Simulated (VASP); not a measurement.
# CdSe in VASP: further runs

CdSe is run at these levels: PBE; tasks: single point.

Everything below comes from runs of VASP 6.6.1. Logs are shortened: lines on timing, memory, paths and dates and some standing lists are left out, and cuts for length are marked.

## Step 1: The cell of the first run

The typed cell holds 8 atoms: a = 4.512 Å, b = 7.459 Å, c = 8.166 Å, α = 89.97°, β = 90.10°, γ = 90.21°.

## Step 2: Single point, PBE

INCAR reads:

```
PREC = Accurate ; ENCUT = 520
EDIFF = 1E-6 ; ISMEAR = 0
SIGMA = 0.1 ; LREAL = F
LASPH = T ; NELM = 60
ALGO = Normal ; ISIF = 2
LWAVE = F ; LCHARG = T
GGA = PE ; LELF = T
LVHAR = T ; NBANDS = 46
```

KPOINTS reads:

```
Automatic mesh
0
Gamma
  4 2 2
```

POSCAR reads:

```
CdSe
1.0
   -0.0038057033      4.5115664239     -0.0081634984
    0.0015876310     -0.0139218619      7.4585791738
    8.1658631460     -0.0066852474      0.0018397228
Cd Se
4 4
Direct
    0.7509197246      0.3984187632      0.8411344144
    0.2458125104      0.8990623818      0.6593629312
    0.7478324409      0.1012694410      0.3405939638
    0.2557942731      0.6013706281      0.1588145691
    0.2515957571      0.5952654212      0.8222981646
    0.7473131211      0.0953193455      0.6777338748
    0.2472548706      0.9046788730      0.3223528683
    0.7534773022      0.4046151462      0.1777092138
```

Potentials or basis: VASP PAW PBE potentials, release 64 (Cd, Se).

Command:

```sh
> cat potpaw_PBE.64/Cd/POTCAR potpaw_PBE.64/Se/POTCAR > POTCAR
> mpirun -np 1 vasp_std > vasp.out
```

OUTCAR:

```text
PREC = Accurate
   ENCUT = 520
   EDIFF = 1E-6
   ISMEAR = 0
   LREAL = F
   LASPH = T
   NELM = 60
   ISIF = 2
   GGA = PE

 ion  position               nearest neighbor table
   1  0.751  0.398  0.841-   6 2.63   5 2.69   5 2.70   8 2.75   4 3.75   4 3.76
   2  0.246  0.899  0.659-   5 2.63   6 2.69   6 2.69   7 2.75   3 3.75   3 3.76
   3  0.748  0.101  0.341-   8 2.62   7 2.69   7 2.70   6 2.75   2 3.75   2 3.76
   4  0.256  0.601  0.159-   7 2.63   8 2.69   8 2.70   5 2.75   1 3.75   1 3.76
   5  0.252  0.595  0.822-   2 2.63   1 2.69   1 2.70   4 2.75
   6  0.747  0.095  0.678-   1 2.63   2 2.69   2 2.69   3 2.75
   7  0.247  0.905  0.322-   4 2.63   3 2.69   3 2.70   2 2.75
   8  0.753  0.405  0.178-   3 2.62   4 2.69   4 2.70   1 2.75

  LATTYP: Found a triclinic cell.
 ALAT       =     4.5115754148
 B/A-ratio  =     1.6532123815
 C/A-ratio  =     1.8099810685
 COS(alpha) =     0.0004396812
 COS(beta)  =     0.0016626297
 COS(gamma) =     0.0036761824

  Lattice vectors:

 A1 = (  -0.0038057033,   4.5115664239,  -0.0081634984)
 A2 = (  -0.0015876310,   0.0139218619,  -7.4585791738)
 A3 = (  -8.1658631460,   0.0066852474,  -0.0018397228)

Analysis of symmetry for initial positions (statically):
=====================================================================
 Subroutine PRICEL returns:
 Original cell was already a primitive cell.

 Routine SETGRP: Setting up the symmetry group for a
 triclinic supercell.

 Subroutine GETGRP returns: Found  1 space group operations
 (whereof  1 operations were pure point group operations)
 out of a pool of  2 trial point group operations.

The static configuration has the point symmetry C_1 .

Analysis of symmetry for dynamics (positions and initial velocities):
=====================================================================
 Subroutine PRICEL returns:
 Original cell was already a primitive cell.

 Routine SETGRP: Setting up the symmetry group for a
 triclinic supercell.

 Subroutine GETGRP returns: Found  1 space group operations
 (whereof  1 operations were pure point group operations)
 out of a pool of  2 trial point group operations.

The dynamic configuration has the point symmetry C_1 .

 Subroutine INISYM returns: Found  1 space group operations
 (whereof  1 operations are pure point group operations),
 and found     1 'primitive' translations

[... 95 lines left out ...]
   EDIFFG = 0.1E-04   stopping-criterion for IOM
   NSW    =      0    number of steps for IOM
   IBRION =     -1    ionic relax: 0-MD 1-quasi-New 2-CG
   NFREE  =      0    steps in history (QN), initial steepest desc. (CG)
   ISIF   =      2    stress and relaxation
   ISYM   =      2    0-nonsym 1-usesym 2-fastsym
   POTIM  = 0.5000    time-step for ionic-motion
   TEBEG  =    0.0;   TEEND  =   0.0 temperature during run
   PSTRESS=    0.0 pullay stress
   NELECT =      72.0000    total number of electrons
   NUPDOWN=      -1.0000    fix difference up-down
   EMIN   =  10.00;   EMAX   =-10.00  energy-range for DOS
   EFERMI =   0.00;   METHOD = LEGACY
   ISMEAR =     0;   SIGMA  =   0.10  broadening in eV -4-tet -1-fermi 0-gaus
   EFERMI_NEDOS =   21; number of points for ismear=-14 and -15
   IALGO  =     38    algorithm
   IMIX   =      4    mixing-type and parameters
     AMIX     =   0.40;   BMIX     =  1.00
     AMIX_MAG =   1.60;   BMIX_MAG =  1.00
  volume/ion in A,a.u.               =      34.35       231.79
  Fermi-wavevector in a.u.,A,eV,Ry     =   1.047589  1.979657 14.931624  1.097443
  Thomas-Fermi vector in A             =   2.182476
   LORBIT       =      0    0 simple, 1 ext, 2 COOP (PROOUT), +10 PAW based schemes
   GGA     = PE    functional components
   LHFCALC =     F    Hartree Fock is set to
   AEXX    =    0.0000 exact exchange contribution
   IVDW    =     0    specifies the selected vdW correction
   LEPSILON=     F    determine dielectric tensor
   LRPA    =     F    only Hartree local field effects (RPA)
 non-spin polarized calculation
 Gauss-broadening in eV      SIGMA  =   0.10
  energy-cutoff  :      520.00
  volume of cell :      274.78
 maximum number of plane-waves:      7449
 NGX is ok and might be reduce to    36
   NGX = 17   NGY = 27   NGZ = 31

 number of electron      72.0000009 magnetization

 Free energy of the ion-electron system (eV)
  ---------------------------------------------------
  ext. energy  EPLUGINS =         0.00000000
  ---------------------------------------------------
  free energy    TOTEN  =       -21.35368757 eV

  energy without entropy =      -21.35368757  energy(sigma->0) =      -21.35368757

 E-fermi :   0.0320     XC(G=0):  -7.7829

 val. band max:       -0.3427667613   @ k =   0.0000   0.0000   0.0000
 cond. band min:       0.4067137925   @ k =   0.0000   0.0000   0.0000
 fundamental gap:      0.7494805538
 Fermi energy:         0.0320146619

 k-point     1 :       0.0000    0.0000    0.0000
  band No.  band energies     occupation
      1     -12.5248      2.00000
      2     -12.2277      2.00000
      3     -12.1727      2.00000
      4     -12.0652      2.00000
      5      -8.1413      2.00000
      6      -8.0920      2.00000
[... 577 lines left out ...]
     45       6.3363      0.00000
     46       6.3462      0.00000

------------------------ aborting loop because EDIFF is reached ----------------------------------------

  FORCE on cell =-STRESS in cart. coord.  units (eV):
  Direction    XX          YY          ZZ          XY          YZ          ZX
  --------------------------------------------------------------------------------------
  -------------------------------------------------------------------------------------
  Total        0.3190009      0.6387242      0.5665484      0.0136549      0.0842804     -0.0178627
  in kB        1.8600246      3.7242615      3.3034201      0.0796186      0.4914207     -0.1041535
  external PRESSURE =       2.9625687 kB  Pullay stress =       0.0000000 kB

 VOLUME and BASIS-vectors are now :
 -----------------------------------------------------------------------------
  energy-cutoff  :      520.00
  volume of cell :      274.78
      direct lattice vectors                 reciprocal lattice vectors
    -0.003805703  4.511566424 -0.008163498     0.000181371  0.221653407  0.000413690
     0.001587631 -0.013921862  7.458579174    -0.000030008  0.000242577  0.134074252
     8.165863146 -0.006685247  0.001839723     0.122461119  0.000103254 -0.000025874

 POSITION                                       TOTAL-FORCE (eV/Angst)
 -----------------------------------------------------------------------------------
      6.86636      3.37665      2.96706        -0.002786      0.003574     -0.004337
      5.38476      1.09207      6.70493        -0.002790      0.006242     -0.019757
      2.77856      3.37021      0.74985         0.009689     -0.004194      0.001684
      1.29684      1.14460      4.48357         0.007227     -0.019242      0.015859
      6.71476      1.12131      4.43929        -0.006596      0.001700      0.006447
      5.53159      3.36569      0.70609        -0.004569      0.011888      0.009145
      2.63278      1.10076      6.74619        -0.001520      0.000934     -0.012885
      1.44892      3.39254      3.01203         0.001345     -0.000901      0.003844
 -----------------------------------------------------------------------------------
    total drift:                               -0.000009      0.000191      0.000084

  FREE ENERGIE OF THE ION-ELECTRON SYSTEM (eV)
  ---------------------------------------------------
  free  energy   TOTEN  =       -21.3536875710 eV

  energy  without entropy=      -21.3536875653  energy(sigma->0) =      -21.35368757
```

OSZICAR:

```text
N       E                     dE             d eps       ncg     rms          rms(c)
DAV:   1     0.499730324040E+03    0.49973E+03   -0.32973E+04  1104   0.137E+03
DAV:   2     0.106118674553E+02   -0.48912E+03   -0.47604E+03  1262   0.333E+02
DAV:   3    -0.225810727998E+02   -0.33193E+02   -0.32991E+02  1272   0.836E+01
DAV:   4    -0.230603442497E+02   -0.47927E+00   -0.47863E+00  1250   0.949E+00
DAV:   5    -0.230662847140E+02   -0.59405E-02   -0.59400E-02  1260   0.991E-01    0.112E+01
DAV:   6    -0.214233118853E+02    0.16430E+01   -0.33671E+00  1300   0.124E+01    0.893E+00
DAV:   7    -0.213549345849E+02    0.68377E-01   -0.12542E+00  1176   0.420E+00    0.371E+00
DAV:   8    -0.213536174888E+02    0.13171E-02   -0.13469E-01  1200   0.274E+00    0.545E-01
DAV:   9    -0.213530613695E+02    0.55612E-03   -0.24464E-02  1212   0.135E+00    0.201E-01
DAV:  10    -0.213533723486E+02   -0.31098E-03   -0.21746E-03  1214   0.415E-01    0.119E-01
DAV:  11    -0.213538327368E+02   -0.46039E-03   -0.13529E-03  1170   0.185E-01    0.580E-02
DAV:  12    -0.213536786741E+02    0.15406E-03   -0.50365E-04  1254   0.164E-01    0.165E-02
DAV:  13    -0.213536851383E+02   -0.64641E-05   -0.66061E-05  1204   0.296E-02    0.103E-02
DAV:  14    -0.213536871174E+02   -0.19791E-05   -0.25503E-06   920   0.686E-03    0.521E-03
DAV:  15    -0.213536875710E+02   -0.45355E-06   -0.60802E-07   838   0.576E-03
   1 F= -.21353688E+02 E0= -.21353688E+02  d E =-.561730E-08
```

stdout:

```text
POSCAR found type information on POSCAR CdSe
 POSCAR found :  2 types and       8 ions
 scaLAPACK will be used
 LDA part: xc-table for (Slater+PW92), standard interpolation
 POSCAR, INCAR and KPOINTS ok, starting setup
 FFT: planning ... GRIDC
 FFT: planning ... GRID_SOFT
 FFT: planning ... GRID
 WAVECAR not read
 entering main loop
```

Run time: 5.6 min. Hardware: 1 thread of Intel Xeon 8259CL, shared host; peak memory 0.39 GiB.

What came out:

- Free energy: -21.3537 eV
- Pressure: 0.3 GPa
- Largest force: 0.026 eV/Å
- Band gap on the k mesh: 0.75 eV

Forces in eV/Å, atoms in the order of the input:
```
Cd  -0.003  0.004 -0.004
Cd  -0.003  0.006 -0.020
Cd   0.010 -0.004  0.002
Cd   0.007 -0.019  0.016
Se  -0.007  0.002  0.006
Se  -0.005  0.012  0.009
Se  -0.002  0.001 -0.013
Se   0.001 -0.001  0.004
```

Stress tensor (GPa, compression positive):
```
 0.19  0.01 -0.01
 0.01  0.37  0.05
-0.01  0.05  0.33
```

Caveat: the k points lie up to 0.42 Å⁻¹ apart.

## Step 3: Single point, PBE

INCAR reads:

```
ALGO = Normal ; EDIFF = 1E-6
ENCUT = 520 ; GGA = PE
ISIF = 2 ; ISMEAR = 0
LASPH = T ; LCHARG = F
LREAL = F ; LWAVE = F
NBANDS = 46 ; NELM = 80
PREC = Accurate ; SIGMA = 0.1
```

KPOINTS reads:

```
k-points
0
Gamma
  4 2 2
```

POSCAR reads:

```
CdSe
1.0
    0.0000000000      4.5070219308      0.0000000000
    0.0000000000      0.0000000000      7.4791061777
    8.1647017638      0.0000000000      0.0000000000
Cd Se
4 4
Direct
    0.7500000000      0.3990124593      0.8407572710
    0.2500000000      0.8990124593      0.6592427290
    0.7500000000      0.1009875407      0.3407572710
    0.2500000000      0.6009875407      0.1592427290
    0.2500000000      0.5959509871      0.8223164780
    0.7500000000      0.0959509871      0.6776835220
    0.2500000000      0.9040490129      0.3223164780
    0.7500000000      0.4040490129      0.1776835220
```

Potentials or basis: VASP PAW PBE potentials, release 64 (Cd, Se).

Command:

```sh
> cat potpaw_PBE.64/Cd/POTCAR potpaw_PBE.64/Se/POTCAR > POTCAR
> mpirun -np 1 vasp_std > vasp.out
```

OUTCAR:

```text
EDIFF = 1E-6
   ENCUT = 520
   GGA = PE
   ISIF = 2
   ISMEAR = 0
   LASPH = T
   LREAL = F
   NELM = 80
   PREC = Accurate

 ion  position               nearest neighbor table
   1  0.750  0.399  0.841-   6 2.63   5 2.70   5 2.70   8 2.75   4 3.76   4 3.76
   2  0.250  0.899  0.659-   5 2.63   6 2.70   6 2.70   7 2.75   3 3.76   3 3.76
   3  0.750  0.101  0.341-   8 2.63   7 2.70   7 2.70   6 2.75   2 3.76   2 3.76
   4  0.250  0.601  0.159-   7 2.63   8 2.70   8 2.70   5 2.75   1 3.76   1 3.76
   5  0.250  0.596  0.822-   2 2.63   1 2.70   1 2.70   4 2.75
   6  0.750  0.096  0.678-   1 2.63   2 2.70   2 2.70   3 2.75
   7  0.250  0.904  0.322-   4 2.63   3 2.70   3 2.70   2 2.75
   8  0.750  0.404  0.178-   3 2.63   4 2.70   4 2.70   1 2.75

  LATTYP: Found a simple orthorhombic cell.
 ALAT       =     4.5070219308
 B/A-ratio  =     1.6594341657
 C/A-ratio  =     1.8115513723

  Lattice vectors:

 A1 = (   0.0000000000,   4.5070219308,   0.0000000000)
 A2 = (   0.0000000000,   0.0000000000,   7.4791061777)
 A3 = (   8.1647017638,   0.0000000000,   0.0000000000)

Analysis of symmetry for initial positions (statically):
[... 183 lines left out ...]
  band No.  band energies     occupation
      1     -12.5270      2.00000
      2     -12.2317      2.00000
      3     -12.1767      2.00000
      4     -12.0699      2.00000
      5      -8.1470      2.00000
      6      -8.0978      2.00000
[... 577 lines left out ...]
     45       6.3326      0.00000
     46       6.3326      0.00000

------------------------ aborting loop because EDIFF is reached ----------------------------------------

  FORCE on cell =-STRESS in cart. coord.  units (eV):
  Direction    XX          YY          ZZ          XY          YZ          ZX
  --------------------------------------------------------------------------------------
  -------------------------------------------------------------------------------------
  Total        0.2464652      0.5579715      0.3610873      0.0000000     -0.0000000      0.0000000
  in kB        1.4347839      3.2482012      2.1020505      0.0000000     -0.0000000      0.0000000
  external PRESSURE =       2.2616785 kB  Pullay stress =       0.0000000 kB

 VOLUME and BASIS-vectors are now :
 -----------------------------------------------------------------------------
  energy-cutoff  :      520.00
  volume of cell :      275.22
      direct lattice vectors                 reciprocal lattice vectors
     0.000000000  4.507021931  0.000000000     0.000000000  0.221876000  0.000000000
     0.000000000  0.000000000  7.479106178     0.000000000  0.000000000  0.133705817
     8.164701764  0.000000000  0.000000000     0.122478448  0.000000000  0.000000000

 POSITION                                       TOTAL-FORCE (eV/Angst)
 -----------------------------------------------------------------------------------
      6.86453      3.38027      2.98426        -0.002742     -0.000000     -0.010308
      5.38252      1.12676      6.72381         0.002742      0.000000     -0.010308
      2.78218      3.38027      0.75530        -0.002742     -0.000000      0.010308
      1.30017      1.12676      4.49485         0.002742      0.000000      0.010308
      6.71397      1.12676      4.45718        -0.002481      0.000000      0.005161
      5.53308      3.38027      0.71763         0.002481      0.000000      0.005161
      2.63162      1.12676      6.76148        -0.002481      0.000000     -0.005161
      1.45073      3.38027      3.02193         0.002481      0.000000     -0.005161
 -----------------------------------------------------------------------------------
    total drift:                               -0.000000     -0.000000      0.000000

  FREE ENERGIE OF THE ION-ELECTRON SYSTEM (eV)
  ---------------------------------------------------
  free  energy   TOTEN  =       -21.3549264824 eV

  energy  without entropy=      -21.3549264741  energy(sigma->0) =      -21.35492648
```

OSZICAR:

```text
N       E                     dE             d eps       ncg     rms          rms(c)
DAV:   1     0.500254875131E+03    0.50025E+03   -0.33060E+04  1104   0.137E+03
DAV:   2     0.105814430834E+02   -0.48967E+03   -0.47604E+03  1240   0.333E+02
DAV:   3    -0.225845660225E+02   -0.33166E+02   -0.32974E+02  1294   0.836E+01
DAV:   4    -0.230629345283E+02   -0.47837E+00   -0.47772E+00  1258   0.940E+00
DAV:   5    -0.230686266278E+02   -0.56921E-02   -0.56917E-02  1290   0.972E-01    0.111E+01
DAV:   6    -0.214237623626E+02    0.16449E+01   -0.33655E+00  1292   0.124E+01    0.890E+00
DAV:   7    -0.213562825674E+02    0.67480E-01   -0.12625E+00  1200   0.420E+00    0.372E+00
DAV:   8    -0.213549130417E+02    0.13695E-02   -0.13494E-01  1194   0.273E+00    0.544E-01
DAV:   9    -0.213543012280E+02    0.61181E-03   -0.24728E-02  1230   0.135E+00    0.200E-01
DAV:  10    -0.213546170299E+02   -0.31580E-03   -0.22041E-03  1166   0.416E-01    0.120E-01
DAV:  11    -0.213550727045E+02   -0.45567E-03   -0.13428E-03  1172   0.182E-01    0.581E-02
DAV:  12    -0.213549179431E+02    0.15476E-03   -0.49845E-04  1240   0.161E-01    0.163E-02
DAV:  13    -0.213549240758E+02   -0.61327E-05   -0.63358E-05  1214   0.292E-02    0.100E-02
DAV:  14    -0.213549260496E+02   -0.19738E-05   -0.24450E-06   876   0.694E-03    0.479E-03
DAV:  15    -0.213549264824E+02   -0.43289E-06   -0.81897E-07   832   0.612E-03
   1 F= -.21354926E+02 E0= -.21354926E+02  d E =-.832477E-08
```

stdout:

```text
POSCAR found type information on POSCAR CdSe
 POSCAR found :  2 types and       8 ions
 scaLAPACK will be used
 LDA part: xc-table for (Slater+PW92), standard interpolation
 POSCAR, INCAR and KPOINTS ok, starting setup
 FFT: planning ... GRIDC
 FFT: planning ... GRID_SOFT
 FFT: planning ... GRID
 WAVECAR not read
 entering main loop
```

It took 5.1 min on 1 thread of Intel Xeon 8259CL, shared host; peak memory 0.38 GiB.

What came out:

```yaml
Free_energy: -21.3549 eV
Pressure: 0.2 GPa
Largest_force: 0.011 eV/Å
Band_gap_on_the_k_mesh: 0.74 eV
```

Forces on the atoms (eV/Å):
```
Cd  -0.003  0.000 -0.010
Cd   0.003  0.000 -0.010
Cd  -0.003  0.000  0.010
Cd   0.003  0.000  0.010
Se  -0.002  0.000  0.005
Se   0.002  0.000  0.005
Se  -0.002  0.000 -0.005
Se   0.002  0.000 -0.005
```

Caveat: the k points lie up to 0.42 Å⁻¹ apart.

(Part 1 of 2 ends here.)
